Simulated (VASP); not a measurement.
# BAs (Pm-3m) in VASP: a series of runs

Aim: see how the results for BAs move with the level of theory and the settings. Levels: r2SCAN+rVV10, PBEsol. Tasks: single point, relaxation of cell and atoms.

Program: VASP 6.6.1. These are calculated values, not measurements. Logs are shortened: lines on timing, memory, paths and dates and some standing lists are left out, and cuts for length are marked.

## Step 1: The cell of the first run

The structure is cubic, space group Pm-3m (No. 221). The conventional cell has a = 2.918 Å, b = 2.918 Å, c = 2.918 Å, α = 90.00°, β = 90.00°, γ = 90.00°. B (site symmetry m-3m) has 8 As at 2.53 Å and 6 B at 2.92 Å within 3.3 Å. Within 3.3 Å of As (site symmetry m-3m) lie 8 B at 2.53 Å and 6 As at 2.92 Å.

## Step 2: Single point, r2SCAN+rVV10

The input, POSCAR:

```
BAs
1.0
    2.9176650018      0.0000000000      0.0000000000
    0.0000000000      2.9176650018      0.0000000000
    0.0000000000      0.0000000000      2.9176650018
B As
1 1
Direct
    0.0000000000      0.0000000000      0.0000000000
    0.5000000000      0.5000000000      0.5000000000
```

The input, INCAR.step1:

```
PREC = Accurate ; ENCUT = 550
ISMEAR = -1 ; SIGMA = 0.03
LREAL = False ; LASPH = True
NELM = 120 ; NBANDS = 11
GGA = PE ; ALGO = Normal
EDIFF = 1E-5 ; LWAVE = True
LCHARG = False ; GGA_COMPAT = False
```

The input, INCAR.step2:

```
PREC = Accurate ; ENCUT = 550
EDIFF = 1E-6 ; ISMEAR = -1
SIGMA = 0.03 ; LREAL = False
LASPH = True ; NELM = 120
ALGO = Normal ; ISIF = 2
LWAVE = False ; LCHARG = True
METAGGA = R2SCAN ; LMIXTAU = True
LUSE_VDW = True ; IVDW_NL = 2
BPARAM = 11.95 ; CPARAM = 0.0093
LELF = True ; LVHAR = True
NBANDS = 11 ; ISTART = 1
GGA_COMPAT = False
```

The input, KPOINTS:

```
regular mesh
0
Gamma
  8 8 8
```

Potentials or basis: VASP PAW PBE potentials, release 64 (B, As).

Command:

```console
> cat potpaw_PBE.64/B/POTCAR potpaw_PBE.64/As/POTCAR > POTCAR
> cp INCAR.step1 INCAR
> mpirun -np 1 vasp_std > vasp.out
> cp INCAR.step2 INCAR
> mpirun -np 1 vasp_std > vasp.out
```

OUTCAR:

```text
PREC = Accurate
   ENCUT = 550
   EDIFF = 1E-6
   ISMEAR = -1
   LREAL = False
   LASPH = True
   NELM = 120
   ISIF = 2
   METAGGA = R2SCAN
   IVDW_NL = 2
   BPARAM = 11.95
   ISTART = 1

 ion  position               nearest neighbor table
   1  0.000  0.000  0.000-   2 2.53   2 2.53   2 2.53   2 2.53   2 2.53   2 2.53   2 2.53   2 2.53

   2  0.500  0.500  0.500-   1 2.53   1 2.53   1 2.53   1 2.53   1 2.53   1 2.53   1 2.53   1 2.53

  LATTYP: Found a simple cubic cell.
 ALAT       =     2.9176650018

  Lattice vectors:

 A1 = (   2.9176650018,   0.0000000000,   0.0000000000)
 A2 = (   0.0000000000,   2.9176650018,   0.0000000000)
 A3 = (   0.0000000000,   0.0000000000,   2.9176650018)

Analysis of symmetry for initial positions (statically):
=====================================================================
 Subroutine PRICEL returns:
 Original cell was already a primitive cell.

 Routine SETGRP: Setting up the symmetry group for a
 simple cubic supercell.

 Subroutine GETGRP returns: Found 48 space group operations
 (whereof 48 operations were pure point group operations)
 out of a pool of 48 trial point group operations.

The static configuration has the point symmetry O_h .

Analysis of symmetry for dynamics (positions and initial velocities):
=====================================================================
 Subroutine PRICEL returns:
 Original cell was already a primitive cell.

 Routine SETGRP: Setting up the symmetry group for a
 simple cubic supercell.

 Subroutine GETGRP returns: Found 48 space group operations
 (whereof 48 operations were pure point group operations)
 out of a pool of 48 trial point group operations.

The dynamic configuration has the point symmetry O_h .

 Subroutine INISYM returns: Found 48 space group operations
 (whereof 48 operations are pure point group operations),
 and found     1 'primitive' translations

----------------------------------------------------------------------------------------

                                     Primitive cell

  volume of cell :      24.8374

  direct lattice vectors                    reciprocal lattice vectors
     2.917665002  0.000000000  0.000000000     0.342739828  0.000000000  0.000000000
     0.000000000  2.917665002  0.000000000     0.000000000  0.342739828  0.000000000
     0.000000000  0.000000000  2.917665002     0.000000000  0.000000000  0.342739828

  length of vectors
     2.917665002  2.917665002  2.917665002     0.342739828  0.342739828  0.342739828

  position of ions in fractional coordinates (direct lattice)
     0.000000000  0.000000000  0.000000000
     0.500000000  0.500000000  0.500000000

  ion indices of the primitive-cell ions
   primitive index   ion index
                 1           1
                 2           2

----------------------------------------------------------------------------------------

 KPOINTS: regular mesh

Automatic generation of k-mesh.
 Grid dimensions read from file:
 generate k-points for:    8    8    8

 Generating k-lattice:

  Cartesian coordinates                     Fractional coordinates (reciprocal lattice)
     0.042842478  0.000000000  0.000000000     0.125000000  0.000000000  0.000000000
     0.000000000  0.042842478  0.000000000     0.000000000  0.125000000  0.000000000
     0.000000000  0.000000000  0.042842478     0.000000000  0.000000000  0.125000000

  Length of vectors
     0.042842478  0.042842478  0.042842478

  Shift w.r.t. Gamma in fractional coordinates (k-lattice)
     0.000000000  0.000000000  0.000000000

 Subroutine IBZKPT returns following result:
 ===========================================

 Found     35 irreducible k-points:

 Following reciprocal coordinates:
            Coordinates               Weight
  0.000000  0.000000  0.000000      1.000000
  0.125000  0.000000  0.000000      6.000000
  0.250000  0.000000  0.000000      6.000000
  0.375000  0.000000  0.000000      6.000000
  0.500000  0.000000  0.000000      3.000000
  0.125000  0.125000  0.000000     12.000000
[... 16 lines left out ...]
  0.375000  0.375000  0.125000     24.000000
  0.500000  0.375000  0.125000     24.000000
 [... further k-points ...]
   k-points           NKPTS =     35   k-points in BZ     NKDIM =     35   number of bands    NBANDS=     11
   number of dos      NEDOS =    301   number of ions     NIONS =      2
   total plane-waves  NPLWV =  13824
   dimension x,y,z NGX =    24 NGY =   24 NGZ =   24
   dimension x,y,z NGXF=    48 NGYF=   48 NGZF=   48
   ions per type =               1   1
   NGX,Y,Z   is equivalent  to a cutoff of  13.67, 13.67, 13.67 a.u.
   NGXF,Y,Z  is equivalent  to a cutoff of  27.35, 27.35, 27.35 a.u.
 SYSTEM =  unknown system
   PREC   = accura    normal or accurate (medium, high low for compatibility)
   ISTART =      1    job   : 0-new  1-cont  2-samecut
   ICHARG =      0    charge: 1-file 2-atom 10-const
   ISPIN  =      1    spin polarized calculation?
   LNONCOLLINEAR =      F non collinear calculations
   LSORBIT =      F    spin-orbit coupling
   LASPH  =      T    aspherical Exc in radial PAW
   ENCUT  =  550.0 eV  40.42 Ry    6.36 a.u.   5.58  5.58  5.58*2*pi/ulx,y,z
   NELM   =    120;   NELMIN=  2; NELMDL=  0     # of ELM steps
   EDIFF  = 0.1E-05   stopping-criterion for ELM
   LREAL  =      F    real-space projection
   EDIFFG = 0.1E-04   stopping-criterion for IOM
   NSW    =      0    number of steps for IOM
   IBRION =     -1    ionic relax: 0-MD 1-quasi-New 2-CG
   NFREE  =      0    steps in history (QN), initial steepest desc. (CG)
   ISIF   =      2    stress and relaxation
   ISYM   =      2    0-nonsym 1-usesym 2-fastsym
   POTIM  = 0.5000    time-step for ionic-motion
   TEBEG  =    0.0;   TEEND  =   0.0 temperature during run
   PSTRESS=    0.0 pullay stress
   NELECT =       8.0000    total number of electrons
   NUPDOWN=      -1.0000    fix difference up-down
   EMIN   =  10.00;   EMAX   =-10.00  energy-range for DOS
   EFERMI =   0.00;   METHOD = LEGACY
   ISMEAR =    -1;   SIGMA  =   0.03  broadening in eV -4-tet -1-fermi 0-gaus
   EFERMI_NEDOS =   21; number of points for ismear=-14 and -15
   IALGO  =     38    algorithm
   IMIX   =      4    mixing-type and parameters
     AMIX     =   0.40;   BMIX     =  1.00
     AMIX_MAG =   1.60;   BMIX_MAG =  1.00
  volume/ion in A,a.u.               =      12.42        83.81
  Fermi-wavevector in a.u.,A,eV,Ry     =   1.122198  2.120646 17.134195  1.259328
  Thomas-Fermi vector in A             =   2.258856
   LORBIT       =      0    0 simple, 1 ext, 2 COOP (PROOUT), +10 PAW based schemes
   METAGGA = R2SCAN    functional components
   LHFCALC =     F    Hartree Fock is set to
   AEXX    =    0.0000 exact exchange contribution
   IVDW_NL    =     2    kernel type
   BPARAM     =11.9500
   IVDW    =     0    specifies the selected vdW correction
   LEPSILON=     F    determine dielectric tensor
   LRPA    =     F    only Hartree local field effects (RPA)
 non-spin polarized calculation
  energy-cutoff  :      550.00
  volume of cell :       24.84
 maximum number of plane-waves:       743
 NGX is ok and might be reduce to    24
   NGX = 11   NGY = 11   NGZ = 11

 number of electron       8.0000000 magnetization

 Free energy of the ion-electron system (eV)
  ---------------------------------------------------
  ext. energy  EPLUGINS =         0.00000000
  ---------------------------------------------------
  free energy    TOTEN  =       -18.53562072 eV

  energy without entropy =      -18.53041403  energy(sigma->0) =      -18.53301738

 E-fermi :   7.4467     XC(G=0): -12.2616

 val. band max:        7.4292103226   @ k =   0.5000   0.1250   0.1250
 cond. band min:       7.4503762177   @ k =   0.2500   0.0000   0.0000
 fundamental gap:      0.0211658951
 Fermi energy:         7.4467453761

 k-point     1 :       0.0000    0.0000    0.0000
  band No.  band energies     occupation
      1      -9.4723      2.00000
      2       6.3629      2.00000
      3       6.3629      2.00000
      4       6.3629      2.00000
      5       7.3069      1.98130
      6      13.3375      0.00000
      7      13.3375      0.00000
      8      17.5071      0.00000
      9      17.5071      0.00000
     10      17.5071      0.00000
     11      27.1793      0.00000

 k-point     2 :       0.1250    0.0000    0.0000
  band No.  band energies     occupation
      1      -9.2064      2.00000
      2       3.8714      2.00000
      3       6.6369      2.00000
      4       6.6369      2.00000
      5       8.4679      0.00000
      6      13.6067      0.00000
      7      15.1287      0.00000
      8      16.7783      0.00000
      9      16.7783      0.00000
     10      17.0499      0.00000
     11      26.6173      0.00000

 k-point     3 :       0.2500    0.0000    0.0000
  band No.  band energies     occupation
      1      -8.4215      2.00000
      2       0.7202      2.00000
      3       7.4504      0.93956
      4       7.4504      0.93956
      5       9.3496      0.00000
      6      14.4062      0.00000
      7      14.9388      0.00000
      8      14.9388      0.00000
      9      15.1130      0.00000
     10      19.7250      0.00000
     11      23.6118      0.00000

 k-point     4 :       0.3750    0.0000    0.0000
  band No.  band energies     occupation
      1      -7.1977      2.00000
      2      -2.0321      2.00000
      3       8.7745      0.00000
      4       8.7745      0.00000
      5      10.3536      0.00000
      6      12.7043      0.00000
      7      12.7043      0.00000
      8      13.4701      0.00000
      9      15.6827      0.00000
     10      20.6566      0.00000
     11      24.2880      0.00000

 k-point     5 :       0.5000    0.0000    0.0000
  band No.  band energies     occupation
      1      -6.2218      2.00000
      2      -3.5295      2.00000
      3      10.4003      0.00000
      4      10.4003      0.00000
      5      10.7324      0.00000
      6      10.7324      0.00000
      7      11.2699      0.00000
      8      12.2897      0.00000
      9      16.7986      0.00000
     10      18.9809      0.00000
     11      27.1349      0.00000
[... 211 lines left out ...]
 k-point    21 :       0.3750    0.2500    0.1250
  band No.  band energies     occupation
      1      -5.8693      2.00000
      2      -0.7314      2.00000
      3       3.3533      2.00000
      4       7.3984      1.66682
      5       7.5948      0.01425
      6      11.2571      0.00000
      7      14.3389      0.00000
      8      14.8705      0.00000
      9      21.0651      0.00000
     10      22.5934      0.00000
     11      23.7276      0.00000

 k-point    22 :       0.5000    0.2500    0.1250
  band No.  band energies     occupation
      1      -4.8837      2.00000
      2      -2.2270      2.00000
      3       4.5990      2.00000
      4       5.8459      2.00000
      5       9.0154      0.00000
      6       9.3949      0.00000
      7      14.5729      0.00000
      8      15.1407      0.00000
      9      21.4965      0.00000
     10      22.1405      0.00000
     11      23.5546      0.00000

 k-point    23 :       0.3750    0.3750    0.1250
  band No.  band energies     occupation
      1      -4.6348      2.00000
      2       0.2822      2.00000
      3       0.8418      2.00000
      4       4.9470      2.00000
      5       8.6510      0.00000
      6      11.4355      0.00000
      7      13.5878      0.00000
      8      14.6289      0.00000
      9      21.4108      0.00000
     10      22.8267      0.00000
     11      23.0639      0.00000

 k-point    24 :       0.5000    0.3750    0.1250
  band No.  band energies     occupation
      1      -3.6496      2.00000
      2      -0.9671      2.00000
      3       1.7853      2.00000
      4       3.2848      2.00000
      5      10.1028      0.00000
      6      10.2688      0.00000
      7      13.8431      0.00000
      8      14.1453      0.00000
      9      21.5985      0.00000
     10      21.9676      0.00000
     11      23.6771      0.00000

 [... further k-points ...]

------------------------ aborting loop because EDIFF is reached ----------------------------------------

  FORCE on cell =-STRESS in cart. coord.  units (eV):
  Direction    XX          YY          ZZ          XY          YZ          ZX
  --------------------------------------------------------------------------------------
  -------------------------------------------------------------------------------------
  Total        0.0441710      0.0441710      0.0441710      0.0000000      0.0000000      0.0000000
  in kB        2.8493233      2.8493233      2.8493233      0.0000000      0.0000000      0.0000000
  external PRESSURE =       2.8493233 kB  Pullay stress =       0.0000000 kB

 VOLUME and BASIS-vectors are now :
 -----------------------------------------------------------------------------
  energy-cutoff  :      550.00
  volume of cell :       24.84
      direct lattice vectors                 reciprocal lattice vectors
     2.917665002  0.000000000  0.000000000     0.342739828  0.000000000  0.000000000
     0.000000000  2.917665002  0.000000000     0.000000000  0.342739828  0.000000000
     0.000000000  0.000000000  2.917665002     0.000000000  0.000000000  0.342739828

 POSITION                                       TOTAL-FORCE (eV/Angst)
 -----------------------------------------------------------------------------------
      0.00000      0.00000      0.00000         0.000000      0.000000      0.000000
      1.45883      1.45883      1.45883         0.000000      0.000000      0.000000
 -----------------------------------------------------------------------------------
    total drift:                                0.000000     -0.000000     -0.000000

  FREE ENERGIE OF THE ION-ELECTRON SYSTEM (eV)
  ---------------------------------------------------
  free  energy   TOTEN  =       -18.5356207250 eV

  energy  without entropy=      -18.5304140335  energy(sigma->0) =      -18.53301738
```

Run time: 24 s. Hardware: 1 thread of Intel Xeon 6975P-C (Granite Rapids), shared host; peak memory 0.21 GiB.

Results:

* Free energy: -18.5356 eV
* Pressure: 0.3 GPa
* Band gap on the k mesh: zero (band 4 reaches 10.40 eV, above the bottom of band 5 at 4.50 eV)

Levels at points of the mesh, in eV from the Fermi level:
| k point | band 1 | band 2 | band 3 | band 4 | band 5 | band 6 | band 7 | band 8 |
| --- | --- | --- | --- | --- | --- | --- | --- | --- |
| (0.00, 0.00, 0.00) | -16.92 | -1.08 | -1.08 | -1.08 | -0.14 | 5.89 | 5.89 | 10.06 |
| (0.50, 0.00, 0.00) | -13.67 | -10.98 | 2.95 | 2.95 | 3.29 | 3.29 | 3.82 | 4.84 |
| (0.50, 0.50, 0.00) | -10.39 | -7.45 | -7.45 | -6.08 | 4.41 | 5.33 | 7.74 | 7.74 |
| (0.50, 0.50, 0.50) | -7.58 | -3.45 | -3.45 | -3.45 | -2.95 | -2.24 | -2.24 | -2.24 |

Caveat: the PAW data sets were made with another functional, which shifts forces and pressure a little.

[end of part 1 of 2]
